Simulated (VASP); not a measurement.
# Al12Cl in VASP: a series of runs

Al12Cl is run at these levels: PBE; tasks: single point.

Program: VASP 6.6.1. These are calculated values, not measurements. Logs are shortened: lines on timing, memory, paths and dates and some standing lists are left out, and cuts for length are marked.

### 1 The cell of the first run

The cell holds a slab with vacuum, 13 atoms: a = 5.714 Å, b = 5.714 Å, c = 19.675 Å, α = 90.00°, β = 90.00°, γ = 90.00°.

### 2 Single point, PBE

Input file INCAR:

```
PREC = Accurate
ENCUT = 520
EDIFF = 1E-6
ISMEAR = 0
SIGMA = 0.1
LREAL = False
LASPH = True
NELM = 100
ALGO = Normal
ISIF = 2
LWAVE = False
LCHARG = False
LDIPOL = True
IDIPOL = 3
DIPOL = 0.5 0.5 0.325
GGA = PE
NBANDS = 34
```

Input file KPOINTS:

```
Automatic mesh
0
Gamma
  5 5 1
```

Input file POSCAR:

```
Al12Cl
1.0
    5.7135165837      0.0000000000      0.0000000000
    0.0000000000      5.7135165837      0.0000000000
    0.0000000000      0.0000000000     19.6746954317
Al Cl
12 1
Direct
    0.2500000000      0.2500000000      0.2033068321
    0.2500000000      0.7500000000      0.2033068321
    0.7500000000      0.2500000000      0.2033068321
    0.7500000000      0.7500000000      0.2033068321
    0.0000000000      0.0000000000      0.3092728609
    0.0000000000      0.5000000000      0.3092728609
    0.5000000000      0.0000000000      0.3092728609
    0.5000000000      0.5000000000      0.3092728609
    0.2500000000      0.2500000000      0.4154928578
    0.2500000000      0.7500000000      0.4154928578
    0.7500000000      0.2500000000      0.4154928578
    0.7500000000      0.7500000000      0.4154928578
    0.4166666667      0.4166666667      0.5155525664
```

Potentials or basis: VASP PAW PBE potentials, release 64 (Al, Cl).

Started as:

```console
$ cat potpaw_PBE.64/Al/POTCAR potpaw_PBE.64/Cl/POTCAR > POTCAR
$ mpirun -np 1 vasp_std > vasp.out
```

OUTCAR:

```text
PREC = Accurate
   ENCUT = 520
   EDIFF = 1E-6
   ISMEAR = 0
   LREAL = False
   LASPH = True
   NELM = 100
   ISIF = 2
   GGA = PE

 ion  position               nearest neighbor table
   1  0.250  0.250  0.203-   2 2.86   3 2.86   2 2.86   3 2.86   7 2.90   8 2.90   5 2.90   6 2.90

   2  0.250  0.750  0.203-   1 2.86   4 2.86   1 2.86   4 2.86   7 2.90   8 2.90   5 2.90   6 2.90

   3  0.750  0.250  0.203-   1 2.86   4 2.86   4 2.86   1 2.86   7 2.90   8 2.90   5 2.90   6 2.90

   4  0.750  0.750  0.203-   2 2.86   3 2.86   3 2.86   2 2.86   7 2.90   8 2.90   5 2.90   6 2.90

   5  0.000  0.000  0.309-   6 2.86   7 2.86   6 2.86   7 2.86   1 2.90   2 2.90   3 2.90   4 2.90
                            11 2.91  12 2.91   9 2.91  10 2.91
   6  0.000  0.500  0.309-   5 2.86   8 2.86   5 2.86   8 2.86   1 2.90   2 2.90   3 2.90   4 2.90
                            11 2.91  12 2.91   9 2.91  10 2.91
   7  0.500  0.000  0.309-   5 2.86   8 2.86   8 2.86   5 2.86   1 2.90   2 2.90   3 2.90   4 2.90
                            11 2.91  12 2.91   9 2.91  10 2.91
   8  0.500  0.500  0.309-   6 2.86   7 2.86   7 2.86   6 2.86   1 2.90   2 2.90   3 2.90   4 2.90
                            11 2.91  12 2.91   9 2.91  10 2.91
   9  0.250  0.250  0.415-  13 2.39  11 2.86  10 2.86  10 2.86  11 2.86   6 2.91   7 2.91   8 2.91
                             5 2.91
  10  0.250  0.750  0.415-   9 2.86  12 2.86   9 2.86  12 2.86  13 2.90   6 2.91   7 2.91   8 2.91
                             5 2.91
  11  0.750  0.250  0.415-   9 2.86  12 2.86  12 2.86   9 2.86  13 2.90   6 2.91   7 2.91   8 2.91
                             5 2.91
  12  0.750  0.750  0.415-  10 2.86  11 2.86  11 2.86  10 2.86   5 2.91   6 2.91   7 2.91   8 2.91

  13  0.417  0.417  0.516-   9 2.39  10 2.90  11 2.90

  LATTYP: Found a simple tetragonal cell.
 ALAT       =     5.7135165837
 C/A-ratio  =     3.4435351930

  Lattice vectors:

 A1 = (   5.7135165837,   0.0000000000,   0.0000000000)
 A2 = (   0.0000000000,   5.7135165837,   0.0000000000)
 A3 = (   0.0000000000,   0.0000000000,  19.6746954317)

Analysis of symmetry for initial positions (statically):
=====================================================================
 Subroutine PRICEL returns:
 Original cell was already a primitive cell.

 Routine SETGRP: Setting up the symmetry group for a
 simple tetragonal supercell.

 Subroutine GETGRP returns: Found  2 space group operations
 (whereof  2 operations were pure point group operations)
 out of a pool of 16 trial point group operations.

The static configuration has the point symmetry C_1h.

Analysis of symmetry for dynamics (positions and initial velocities):
=====================================================================
 Subroutine PRICEL returns:
 Original cell was already a primitive cell.

 Routine SETGRP: Setting up the symmetry group for a
 simple tetragonal supercell.

 Subroutine GETGRP returns: Found  2 space group operations
 (whereof  2 operations were pure point group operations)
 out of a pool of 16 trial point group operations.

The dynamic configuration has the point symmetry C_1h.

 Subroutine INISYM returns: Found  2 space group operations
 (whereof  2 operations are pure point group operations),
 and found     1 'primitive' translations

----------------------------------------------------------------------------------------

                                     Primitive cell

  volume of cell :     642.2661

  direct lattice vectors                    reciprocal lattice vectors
     5.713516584  0.000000000  0.000000000     0.175023558  0.000000000  0.000000000
     0.000000000  5.713516584  0.000000000     0.000000000  0.175023558  0.000000000
     0.000000000  0.000000000 19.674695432     0.000000000  0.000000000  0.050826708

  length of vectors
     5.713516584  5.713516584 19.674695432     0.175023558  0.175023558  0.050826708

  position of ions in fractional coordinates (direct lattice)
     0.250000000  0.250000000  0.203306832
     0.250000000  0.750000000  0.203306832
     0.750000000  0.250000000  0.203306832
     0.750000000  0.750000000  0.203306832
     0.000000000  0.000000000  0.309272861
     0.000000000  0.500000000  0.309272861
     0.500000000  0.000000000  0.309272861
     0.500000000  0.500000000  0.309272861
     0.250000000  0.250000000  0.415492858
     0.250000000  0.750000000  0.415492858
     0.750000000  0.250000000  0.415492858
     0.750000000  0.750000000  0.415492858
     0.416666667  0.416666667  0.515552566

  ion indices of the primitive-cell ions
   primitive index   ion index
                 1           1
                 2           2
                 3           3
                 4           4
                 5           5
                 6           6
                 7           7
                 8           8
                 9           9
                10          10
                11          11
                12          12
                13          13

----------------------------------------------------------------------------------------

 KPOINTS: Automatic mesh

Automatic generation of k-mesh.
 Grid dimensions read from file:
 generate k-points for:    5    5    1

 Generating k-lattice:

  Cartesian coordinates                     Fractional coordinates (reciprocal lattice)
     0.035004712  0.000000000  0.000000000     0.200000000  0.000000000  0.000000000
     0.000000000  0.035004712  0.000000000     0.000000000  0.200000000  0.000000000
     0.000000000  0.000000000  0.050826708     0.000000000  0.000000000  1.000000000

  Length of vectors
     0.035004712  0.035004712  0.050826708

  Shift w.r.t. Gamma in fractional coordinates (k-lattice)
     0.000000000  0.000000000  0.000000000

 Subroutine IBZKPT returns following result:
 ===========================================

 Found      9 irreducible k-points:

 Following reciprocal coordinates:
            Coordinates               Weight
  0.000000  0.000000  0.000000      1.000000
  0.200000  0.000000  0.000000      4.000000
  0.400000  0.000000  0.000000      4.000000
  0.200000  0.200000  0.000000      2.000000
 -0.200000  0.200000  0.000000      2.000000
  0.400000  0.200000  0.000000      4.000000
 -0.200000  0.400000  0.000000      4.000000
  0.400000  0.400000  0.000000      2.000000
 -0.400000  0.400000  0.000000      2.000000
   k-points           NKPTS =      9   k-points in BZ     NKDIM =      9   number of bands    NBANDS=     34
   number of dos      NEDOS =    301   number of ions     NIONS =     13
   total plane-waves  NPLWV = 264600
   dimension x,y,z NGX =    42 NGY =   42 NGZ =  150
   dimension x,y,z NGXF=    84 NGYF=   84 NGZF=  300
   ions per type =              12   1
   NGX,Y,Z   is equivalent  to a cutoff of  12.22, 12.22, 12.67 a.u.
   NGXF,Y,Z  is equivalent  to a cutoff of  24.44, 24.44, 25.35 a.u.
 SYSTEM =  unknown system
   PREC   = accura    normal or accurate (medium, high low for compatibility)
   ISTART =      0    job   : 0-new  1-cont  2-samecut
   ICHARG =      2    charge: 1-file 2-atom 10-const
   ISPIN  =      1    spin polarized calculation?
   LNONCOLLINEAR =      F non collinear calculations
   LSORBIT =      F    spin-orbit coupling
   LASPH  =      T    aspherical Exc in radial PAW
   ENCUT  =  520.0 eV  38.22 Ry    6.18 a.u.  10.62 10.62 36.58*2*pi/ulx,y,z
   NELM   =    100;   NELMIN=  2; NELMDL= -5     # of ELM steps
   EDIFF  = 0.1E-05   stopping-criterion for ELM
   LREAL  =      F    real-space projection
   EDIFFG = 0.1E-04   stopping-criterion for IOM
   NSW    =      0    number of steps for IOM
   IBRION =     -1    ionic relax: 0-MD 1-quasi-New 2-CG
   NFREE  =      0    steps in history (QN), initial steepest desc. (CG)
   ISIF   =      2    stress and relaxation
   ISYM   =      2    0-nonsym 1-usesym 2-fastsym
   POTIM  = 0.5000    time-step for ionic-motion
   TEBEG  =    0.0;   TEEND  =   0.0 temperature during run
   PSTRESS=    0.0 pullay stress
   NELECT =      43.0000    total number of electrons
   NUPDOWN=      -1.0000    fix difference up-down
   EMIN   =  10.00;   EMAX   =-10.00  energy-range for DOS
   EFERMI =   0.00;   METHOD = LEGACY
   ISMEAR =     0;   SIGMA  =   0.10  broadening in eV -4-tet -1-fermi 0-gaus
   EFERMI_NEDOS =   21; number of points for ismear=-14 and -15
   IALGO  =     38    algorithm
   IMIX   =      4    mixing-type and parameters
     AMIX     =   0.40;   BMIX     =  1.00
     AMIX_MAG =   1.60;   BMIX_MAG =  1.00
  volume/ion in A,a.u.               =      49.41       333.40
  Fermi-wavevector in a.u.,A,eV,Ry     =   0.664751  1.256198  6.012340  0.441895
  Thomas-Fermi vector in A             =   1.738535
   LORBIT       =      0    0 simple, 1 ext, 2 COOP (PROOUT), +10 PAW based schemes
   GGA     = PE    functional components
   LHFCALC =     F    Hartree Fock is set to
   AEXX    =    0.0000 exact exchange contribution
   IVDW    =     0    specifies the selected vdW correction
   LEPSILON=     F    determine dielectric tensor
   LRPA    =     F    only Hartree local field effects (RPA)
 non-spin polarized calculation
 Gauss-broadening in eV      SIGMA  =   0.10
  energy-cutoff  :      520.00
  volume of cell :      642.27
 maximum number of plane-waves:     17320
   NGX = 21   NGY = 21   NGZ = 73

 dipolmoment           0.000000      0.000000     -0.013156 electrons x Angstroem

 number of electron      43.0000003 magnetization

 dipolmoment           0.000000      0.000000      0.086388 electrons x Angstroem

 Free energy of the ion-electron system (eV)
  ---------------------------------------------------
  ext. energy  EPLUGINS =         0.00000000
  ---------------------------------------------------
  free energy    TOTEN  =       -44.68678495 eV

  energy without entropy =      -44.66702470  energy(sigma->0) =      -44.67690482

 E-fermi :  -0.3930     XC(G=0):  -4.4596

 val. band max:       -0.4182683763   @ k =   0.4000   0.0000   0.0000
 cond. band min:      -0.3779723908   @ k =   0.0000   0.0000   0.0000
 fundamental gap:      0.0402959854
 Fermi energy:        -0.3929693062

 k-point     1 :       0.0000    0.0000    0.0000
  band No.  band energies     occupation
      1     -16.2236      2.00000
      2     -10.4977      2.00000
      3      -8.4389      2.00000
      4      -6.2930      2.00000
      5      -6.1824      2.00000
      6      -6.0816      2.00000
[... 25 lines left out ...]
     32       2.5718      0.00000
     33       2.5930      0.00000

 k-point     2 :       0.2000    0.0000    0.0000
  band No.  band energies     occupation
      1     -16.2221      2.00000
      2     -10.3194      2.00000
      3      -8.2718      2.00000
      4      -7.6714      2.00000
      5      -6.1301      2.00000
      6      -5.9512      2.00000
[... 25 lines left out ...]
     32       2.3518      0.00000
     33       2.4939      0.00000
[... 214 lines left out ...]
     32       2.5530      0.00000
     33       2.6507      0.00000

 k-point     9 :      -0.4000    0.4000    0.0000
  band No.  band energies     occupation
      1     -16.2161      2.00000
      2      -9.0770      2.00000
      3      -8.2035      2.00000
      4      -8.1910      2.00000
      5      -7.3270      2.00000
      6      -7.1202      2.00000
[... 25 lines left out ...]
     32       2.5768      0.00000
     33       2.6398      0.00000
 [bands above 33 left out]

------------------------ aborting loop because EDIFF is reached ----------------------------------------

 vacuum level on the upper side and lower side of the slab       (xc-potential included)         0.216        -0.247

  FORCE on cell =-STRESS in cart. coord.  units (eV):
  Direction    XX          YY          ZZ          XY          YZ          ZX
  --------------------------------------------------------------------------------------
  -------------------------------------------------------------------------------------
  Total       -6.8736068     -6.8736068     -0.7087944      0.1353114     -0.7103551     -0.7103552
  in kB      -17.1466887    -17.1466887     -1.7681367      0.3375437     -1.7720301     -1.7720302
  external PRESSURE =     -12.0205047 kB  Pullay stress =       0.0000000 kB

 VOLUME and BASIS-vectors are now :
 -----------------------------------------------------------------------------
  energy-cutoff  :      520.00
  volume of cell :      642.27
      direct lattice vectors                 reciprocal lattice vectors
     5.713516584  0.000000000  0.000000000     0.175023558  0.000000000  0.000000000
     0.000000000  5.713516584  0.000000000     0.000000000  0.175023558  0.000000000
     0.000000000  0.000000000 19.674695432     0.000000000  0.000000000  0.050826708

 POSITION                                       TOTAL-FORCE (eV/Angst)
 -----------------------------------------------------------------------------------
      1.42838      1.42838      4.00000         0.040814      0.040814      0.076745
      1.42838      4.28514      4.00000        -0.030285     -0.060117      0.049486
      4.28514      1.42838      4.00000        -0.060117     -0.030285      0.049486
      4.28514      4.28514      4.00000         0.016382      0.016382     -0.076475
      0.00000      0.00000      6.08485        -0.047880     -0.047880     -0.105368
      0.00000      2.85676      6.08485         0.095340      0.038515      0.025300
      2.85676      0.00000      6.08485         0.038515      0.095340      0.025300
      2.85676      2.85676      6.08485        -0.001382     -0.001382      0.176231
      1.42838      1.42838      8.17470        -0.173055     -0.173055      0.134874
      1.42838      4.28514      8.17470        -0.146476      0.344858     -0.121912
      4.28514      1.42838      8.17470         0.344858     -0.146476     -0.121912
      4.28514      4.28514      8.17470         0.264774      0.264774     -0.101615
      2.38063      2.38063     10.14334        -0.341488     -0.341488     -0.010140
 -----------------------------------------------------------------------------------
    total drift:                               -0.000154     -0.000154     -0.000475

  FREE ENERGIE OF THE ION-ELECTRON SYSTEM (eV)
  ---------------------------------------------------
  free  energy   TOTEN  =       -44.6867849503 eV

  energy  without entropy=      -44.6670246958  energy(sigma->0) =      -44.67690482

 vacuum level on the upper side and lower side of the slab         4.497         4.019
```

It took 4 min on 1 thread of Intel Xeon 6975P-C (Granite Rapids), shared host; peak memory 0.62 GiB.

What came out:

```yaml
Free_energy: -44.6868 eV
Largest_force: 0.483 eV/Å
Band_gap_on_the_k_mesh: zero (an odd number of electrons rules out a gap without spin polarisation)
```

Forces on the atoms (eV/Å):
```
Al   0.041  0.041  0.077
Al  -0.030 -0.060  0.049
Al  -0.060 -0.030  0.049
Al   0.016  0.016 -0.076
Al  -0.048 -0.048 -0.105
Al   0.095  0.039  0.025
Al   0.039  0.095  0.025
Al  -0.001 -0.001  0.176
Al  -0.173 -0.173  0.135
Al  -0.146  0.345 -0.122
Al   0.345 -0.146 -0.122
Al   0.265  0.265 -0.102
Cl  -0.341 -0.341 -0.010
```

Levels at points of the mesh, in eV from the Fermi level:
```csv
k point,band 20,band 21,band 22,band 23,band 24,band 25
"(0.00, 0.00, 0.00)",-0.63,-0.39,-0.37,-0.05,0.01,0.10
```

Caveat: an odd number of electrons without spin polarisation forces a metal; a magnetic or distorted state may lie lower.

### 3 Single point, PBE

Input file INCAR:

```
  ALGO = Normal
  DIPOL = 0.5 0.5 0.326
  EDIFF = 1E-6
  ENCUT = 520
  GGA = PE
  IDIPOL = 3
  ISIF = 2
  ISMEAR = 0
  LASPH = T
  LCHARG = F
  LDIPOL = T
  LREAL = F
  LWAVE = F
  NBANDS = 34
  NELM = 100
  PREC = Accurate
  SIGMA = 0.1
```

Input file KPOINTS:

```
k-points
0
Gamma
  5 5 1
```

Edit POSCAR of step 2 so:

```diff
@@ -20,2 +20,2 @@
     0.7500000000      0.7500000000      0.4154928578
-    0.4166666667      0.4166666667      0.5155525664
+    0.3333333333      0.3333333333      0.5227288666
```

Potentials or basis: VASP PAW PBE potentials, release 64 (Al, Cl).

Started as:

```console
$ cat potpaw_PBE.64/Al/POTCAR potpaw_PBE.64/Cl/POTCAR > POTCAR
$ mpirun -np 1 vasp_std > vasp.out
```

Run time: 4.7 min. Hardware: 1 thread of Intel Xeon 6975P-C (Granite Rapids), shared host; peak memory 0.63 GiB.

Results (log left out):

* Free energy: -44.8818 eV
* Largest force: 0.286 eV/Å
* Band gap on the k mesh: zero (an odd number of electrons rules out a gap without spin polarisation)

Forces on the atoms (eV/Å):
```
Al   0.023  0.023  0.133
Al  -0.018 -0.044  0.073
Al  -0.044 -0.018  0.073
Al   0.007  0.007 -0.140
Al  -0.029 -0.029 -0.019
Al   0.056  0.040  0.058
Al   0.040  0.056  0.058
Al  -0.005 -0.005  0.141
Al  -0.178 -0.178 -0.025
Al  -0.072  0.208 -0.182
Al   0.208 -0.072 -0.182
Al   0.091  0.091  0.012
Cl  -0.079 -0.079  0.001
```

Levels at points of the mesh, in eV from the Fermi level:
| k point | band 19 | band 20 | band 21 | band 22 | band 23 | band 24 | band 25 | band 26 |
| --- | --- | --- | --- | --- | --- | --- | --- | --- |
| (0.00, 0.00, 0.00) | -0.76 | -0.69 | -0.35 | -0.18 | 0.02 | 0.03 | 0.20 | 0.38 |

Caveat: an odd number of electrons without spin polarisation forces a metal; a magnetic or distorted state may lie lower.
